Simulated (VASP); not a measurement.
Write the native input for VASP 6.6.1 that does the following.

```
Task                   : single point
Functional             : PBE
Potentials or basis    : VASP PAW PBE potentials, release 64 (Sr_sv, Ti_sv, O)
Cutoff                 : 520 eV
k mesh                 : 6 × 6 × 6
Occupations            : fermi-dirac, width 0.02 eV
Spin                   : no spin polarisation
Dipole correction      : no
Further INCAR settings : ALGO = Normal; EDIFF = 1e-06; NBANDS = 28
```

The structure of SrTiO3 lies in POSCAR:

```
SrTiO3
1.0
    4.0240570466      0.0000000000      0.0000000000
    0.0000000000      4.0240570466      0.0000000000
    0.0000000000      0.0000000000      4.0240570466
Sr Ti O
1 1 3
Direct
    0.0000000000      0.0000000000      0.0000000000
    0.5000000000      0.5000000000      0.5000000000
    0.5000000000      0.5000000000      0.0000000000
    0.5000000000      0.0000000000      0.5000000000
    0.0000000000      0.5000000000      0.5000000000
```

This cell differs from its parent crystal: strain +3.0%.

One way to write it, as run:

INCAR

```
PREC = Accurate ; ENCUT = 520
EDIFF = 1E-6 ; ISMEAR = -1
SIGMA = 0.02 ; LREAL = F
LASPH = T ; NELM = 100
ALGO = Normal ; ISIF = 2
LWAVE = F ; LCHARG = F
GGA = PE ; NBANDS = 28
```

KPOINTS

```
Automatic mesh
0
Gamma
  6 6 6
```

Potentials or basis: VASP PAW PBE potentials, release 64 (Sr_sv, Ti_sv, O).

Launch:

```console
$ cat potpaw_PBE.64/Sr_sv/POTCAR potpaw_PBE.64/Ti_sv/POTCAR potpaw_PBE.64/O/POTCAR > POTCAR
$ mpirun -np 1 vasp_std > vasp.out
```

It gave:

- Pressure: -9.2 GPa
- Band gap on the k mesh: 1.68 eV (least direct gap 2.08 eV)

Caveat: the cell differs from its parent crystal (strain +3.0%); the cell stands under tension.

Run time: 80 s on 1 thread of Intel Xeon 8259CL (shared host), peak memory 0.19 GiB.
